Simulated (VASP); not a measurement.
# Si6CO in VASP: a series of runs, part 2 of 2

VASP 6.6.1. Earlier steps stand in the parts before.

### Step 3. Single point, PBE+D3(BJ)

The input, INCAR:

```
SYSTEM = Si6CO
PREC     = Accurate       ! precision mode
ENCUT    = 520            ! plane-wave cutoff, eV
EDIFF    = 1E-6           ! SCF threshold, eV
ISMEAR   = 0              ! smearing method
SIGMA    = 0.05           ! smearing width, eV
LREAL    = .False.        ! projectors in reciprocal space
LASPH    = .True.         ! aspherical terms in the spheres
NELM     = 120            ! most SCF steps
ALGO     = Normal         ! electronic algorithm
ISIF     = 2              ! what is computed and relaxed
LWAVE    = .False.        ! write WAVECAR
LCHARG   = .False.        ! write CHGCAR
LDIPOL   = .True.       
IDIPOL   = 3            
DIPOL    = 0.5 0.5 0.321
GGA      = PE             ! functional
IVDW     = 12             ! dispersion correction
NBANDS   = 27             ! bands
GGA_COMPAT= .False.      
NELMDL   = -8
```

The input, KPOINTS:

```
Automatic mesh
0
Gamma
  7 5 1
  0 0 0
```

The input, POSCAR:

```
Si6CO
1.0
    3.8333442603      0.0000000000      0.0000000000
    0.0000000000      5.4211674422      0.0000000000
    0.0000000000      0.0000000000     22.5377548805
Si O C
6 1 1
Direct
    0.5000000000      0.0000000000      0.1774799673
    0.0000000000      0.2500000000      0.1774799673
    0.0000000000      0.5038841205      0.2602884661
    0.5000000000      0.7461158795      0.2602884661
    0.5000000000      0.0086034179      0.3411056213
    0.0000000000      0.2413965821      0.3411056213
    0.8333333333      0.3419367512      0.4786525960
    0.8333333333      0.3419367512      0.5296780866
```

Potentials or basis: VASP PAW PBE potentials, release 64 (Si, O, C).

Run with:

```bash
> cat potpaw_PBE.64/Si/POTCAR potpaw_PBE.64/O/POTCAR potpaw_PBE.64/C/POTCAR > POTCAR
> mpirun -np 1 vasp_std > vasp.out
```

OUTCAR:

```text
SYSTEM = Si6CO
   PREC = Accurate
   ENCUT = 520
   EDIFF = 1E-6
   ISMEAR = 0
   LREAL = .False.
   LASPH = .True.
   NELM = 120
   ISIF = 2
   GGA = PE
   IVDW = 12
   NELMDL = -8
 IVDW          = 12

 ion  position               nearest neighbor table
   1  0.500  0.000  0.177-   4 2.32   2 2.35   2 2.35
   2  0.000  0.250  0.177-   3 2.32   1 2.35   1 2.35
   3  0.000  0.504  0.260-   6 2.31   2 2.32   4 2.32   4 2.32
   4  0.500  0.746  0.260-   5 2.31   1 2.32   3 2.32   3 2.32
   5  0.500  0.009  0.341-   6 2.29   6 2.29   4 2.31
   6  0.000  0.241  0.341-   5 2.29   5 2.29   3 2.31
   7  0.833  0.342  0.479-   8 1.15
   8  0.833  0.342  0.530-   7 1.15

  LATTYP: Found a simple orthorhombic cell.
 ALAT       =     3.8333442603
 B/A-ratio  =     1.4142135624
 C/A-ratio  =     5.8793975574

  Lattice vectors:

 A1 = (   3.8333442603,   0.0000000000,   0.0000000000)
 A2 = (   0.0000000000,   5.4211674422,   0.0000000000)
 A3 = (   0.0000000000,   0.0000000000,  22.5377548805)

Analysis of symmetry for initial positions (statically):
=====================================================================
 Subroutine PRICEL returns:
 Original cell was already a primitive cell.

 Routine SETGRP: Setting up the symmetry group for a
 simple orthorhombic supercell.

 Subroutine GETGRP returns: Found  1 space group operations
 (whereof  1 operations were pure point group operations)
 out of a pool of  8 trial point group operations.

The static configuration has the point symmetry C_1 .

Analysis of symmetry for dynamics (positions and initial velocities):
=====================================================================
 Subroutine PRICEL returns:
 Original cell was already a primitive cell.

 Routine SETGRP: Setting up the symmetry group for a
 simple orthorhombic supercell.

 Subroutine GETGRP returns: Found  1 space group operations
 (whereof  1 operations were pure point group operations)
 out of a pool of  8 trial point group operations.

[... 136 lines left out ...]
 non-spin polarized calculation
 Gauss-broadening in eV      SIGMA  =   0.05
  energy-cutoff  :      520.00
  volume of cell :      468.36
 maximum number of plane-waves:     12663
 NGX is ok and might be reduce to    30
   NGX = 15   NGY = 21   NGZ = 83

 dipolmoment           0.000000      0.000000      0.070794 electrons x Angstroem

 number of electron      34.0000001 magnetization

 dipolmoment           0.000000      0.000000     -0.007629 electrons x Angstroem

 Free energy of the ion-electron system (eV)
  ---------------------------------------------------
  ext. energy  EPLUGINS =         0.00000000
  ---------------------------------------------------
  free energy    TOTEN  =       -43.12485580 eV

  energy without entropy =      -43.11848771  energy(sigma->0) =      -43.12167175

 E-fermi :  -1.6781     XC(G=0):  -3.8257

 val. band max:       -1.6964083045   @ k =   0.2857  -0.2000   0.0000
 cond. band min:      -1.6620561502   @ k =   0.2857  -0.4000   0.0000
 fundamental gap:      0.0343521542
 Fermi energy:        -1.6780937133

 k-point     1 :       0.0000    0.0000    0.0000
  band No.  band energies     occupation
      1     -26.4956      2.00000
      2     -13.1112      2.00000
      3     -11.5347      2.00000
      4     -11.1968      2.00000
      5      -9.8004      2.00000
      6      -9.0241      2.00000
[... 529 lines left out ...]
     26       2.7355      0.00000
     27       3.1851      0.00000

------------------------ aborting loop because EDIFF is reached ----------------------------------------

 vacuum level on the upper side and lower side of the slab       (xc-potential included)        -0.042         0.023

 Edisp (eV)   -1.63409

 E8    (eV) :    -0.6931

  FORCE on cell =-STRESS in cart. coord.  units (eV):
  Direction    XX          YY          ZZ          XY          YZ          ZX
  --------------------------------------------------------------------------------------
  -------------------------------------------------------------------------------------
  Total       0.15894     0.19924    -0.10751    -0.00845     0.03665    -0.07973
  in kB       0.54371     0.68156    -0.36776    -0.02890     0.12537    -0.27275
  external pressure =        0.29 kB  Pullay stress =        0.00 kB

 VOLUME and BASIS-vectors are now :
 -----------------------------------------------------------------------------
  energy-cutoff  :      520.00
  volume of cell :      468.36
      direct lattice vectors                 reciprocal lattice vectors
     3.833344260  0.000000000  0.000000000     0.260868822  0.000000000  0.000000000
     0.000000000  5.421167442  0.000000000     0.000000000  0.184462113  0.000000000
     0.000000000  0.000000000 22.537754880     0.000000000  0.000000000  0.044369992

 POSITION                                       TOTAL-FORCE (eV/Angst)
 -----------------------------------------------------------------------------------
      1.91667      0.00000      4.00000         0.006032      0.557356     -0.048563
      0.00000      1.35529      4.00000        -0.003986     -0.555457     -0.049736
      0.00000      2.73164      5.86632         0.003318     -0.078407     -0.001045
      1.91667      4.04482      5.86632        -0.001679      0.102500     -0.001068
      1.91667      0.04664      7.68775        -0.007346     -0.029583      0.086248
      0.00000      1.30865      7.68775         0.029573     -0.026265     -0.104921
      3.19445      1.85370     10.78775        -0.035504      0.032705      0.796578
      3.19445      1.85370     11.93775         0.009592     -0.002848     -0.677493
 -----------------------------------------------------------------------------------
    total drift:                               -0.000016      0.000506     -0.001226

  FREE ENERGIE OF THE ION-ELECTRON SYSTEM (eV)
  ---------------------------------------------------
  free  energy   TOTEN  =       -44.7589479568 eV

  energy  without entropy=      -44.7525798676  energy(sigma->0) =      -44.75576391

 vacuum level on the upper side and lower side of the slab         3.078         3.144
```

OSZICAR:

```text
N       E                     dE             d eps       ncg     rms          rms(c)
DAV:   1     0.193393175689E+03    0.19339E+03   -0.11021E+04   996   0.901E+02
DAV:   2    -0.161588585379E+02   -0.20955E+03   -0.20020E+03  1342   0.175E+02
DAV:   3    -0.440418929259E+02   -0.27883E+02   -0.27551E+02  1248   0.664E+01
[... 20 lines left out ...]
DAV:  24    -0.431248508973E+02   -0.96751E-05   -0.10921E-06   992   0.430E-03    0.138E-03
DAV:  25    -0.431248533811E+02   -0.24838E-05   -0.41856E-07   871   0.213E-03    0.953E-04
DAV:  26    -0.431248545913E+02   -0.12102E-05   -0.85252E-08   694   0.112E-03    0.455E-04
DAV:  27    -0.431248556620E+02   -0.10707E-05   -0.14462E-07   808   0.113E-03    0.235E-04
DAV:  28    -0.431248557967E+02   -0.13470E-06   -0.20216E-08   666   0.580E-04
   1 F= -.44758948E+02 E0= -.44755764E+02  d E =-.636809E-02
```

stdout:

```text
POSCAR found type information on POSCAR SiO C
 POSCAR found :  3 types and       8 ions
 scaLAPACK will be used
 LDA part: xc-table for (Slater+PW92), standard interpolation
 POSCAR, INCAR and KPOINTS ok, starting setup
 FFT: planning ... GRIDC
 FFT: planning ... GRID_SOFT
 FFT: planning ... GRID
 WAVECAR not read
 entering main loop
```

Wall time 3.5 min (1 thread of Intel Xeon 6975P-C (Granite Rapids), shared host); peak memory 0.59 GiB.

Results:

```
Free energy                : -44.7589 eV
Largest force              : 0.798 eV/Å
Band gap on the k mesh     : zero (bands 17 and 18 overlap by 0.28 eV)
Dispersion energy per atom : -0.204 eV
```

Forces in eV/Å, atoms in the order of the input:
```
Si   0.006  0.557 -0.049
Si  -0.004 -0.555 -0.050
Si   0.003 -0.078 -0.001
Si  -0.002  0.102 -0.001
Si  -0.007 -0.030  0.086
Si   0.030 -0.026 -0.105
O   -0.036  0.033  0.797
C    0.010 -0.003 -0.677
```

Levels at points of the mesh, in eV from the Fermi level:
| k point | band 13 | band 14 | band 15 | band 16 | band 17 | band 18 | band 19 | band 20 | band 21 | band 22 |
| --- | --- | --- | --- | --- | --- | --- | --- | --- | --- | --- |
| (0.00, 0.00, 0.00) | -2.51 | -1.23 | -0.71 | -0.42 | -0.32 | 0.25 | 1.17 | 2.08 | 2.15 | 2.55 |

### Step 4. Single point, PBE+D3(BJ)

The input, INCAR:

```
SYSTEM = Si6CO
PREC = Accurate ; ENCUT = 520
EDIFF = 1E-6 ; ISMEAR = 0
SIGMA = 0.05 ; LREAL = .FALSE.
LASPH = .TRUE. ; NELM = 120
ALGO = Normal ; ISIF = 2
LWAVE = .FALSE. ; LCHARG = .FALSE.
LDIPOL = .TRUE. ; IDIPOL = 3
DIPOL = 0.5 0.5 0.321 ; GGA = PE
IVDW = 12 ; NBANDS = 27
GGA_COMPAT = .FALSE. ; NELMDL = -8
```

The input, KPOINTS:

```
regular mesh
0
G
  7 5 1
  0 0 0
```

Edit POSCAR of step 3 so:

```diff
@@ -14,3 +14,3 @@
     0.0000000000      0.2413965821      0.3411056213
-    0.8333333333      0.3419367512      0.4786525960
-    0.8333333333      0.3419367512      0.5296780866
+    0.8333333333      0.6752700846      0.4786525960
+    0.8333333333      0.6752700846      0.5296780866
```

Run with:

```bash
> cat potpaw_PBE.64/Si/POTCAR potpaw_PBE.64/O/POTCAR potpaw_PBE.64/C/POTCAR > POTCAR
> mpirun -np 1 vasp_std > vasp.out
```

Wall time 3.3 min (1 thread of Intel Xeon 6975P-C (Granite Rapids), shared host); peak memory 0.59 GiB.

Results (log left out):

| Item | Value |
| --- | --- |
| Free energy | -44.7975 eV |
| Largest force | 0.712 eV/Å |
| Band gap on the k mesh | zero (bands 17 and 18 overlap by 0.28 eV) |
| Dispersion energy per atom | -0.204 eV |

Forces on the atoms (eV/Å):
```
Si   0.002  0.552 -0.054
Si  -0.002 -0.552 -0.057
Si   0.000 -0.081  0.007
Si   0.000  0.077  0.005
Si  -0.009  0.020  0.052
Si   0.005 -0.015  0.062
O    0.006 -0.001  0.698
C   -0.001  0.000 -0.712
```

Levels at points of the mesh, in eV from the Fermi level:
| k point | band 14 | band 15 | band 16 | band 17 | band 18 | band 19 | band 20 | band 21 |
| --- | --- | --- | --- | --- | --- | --- | --- | --- |
| (0.00, 0.00, 0.00) | -1.21 | -0.70 | -0.41 | -0.30 | 0.28 | 1.19 | 2.05 | 2.46 |

### Step 5. Overview

```csv
cell,gap on the mesh (eV),largest force (eV/Å)
"as given, atomic positions A",none,0.78
"as given, atomic positions B",none,0.80
"as given, atomic positions C",none,0.71
```

Alike in all rows: task single point; level PBE+D3(BJ); potentials or basis VASP PAW PBE potentials, release 64 (Si, O, C); no spin polarisation; k mesh 7 × 5 × 1; cutoff (eV) 520; smearing gaussian 0.05 eV.

Total energies depend on the potentials used, so only differences within one code and one set of settings carry meaning.
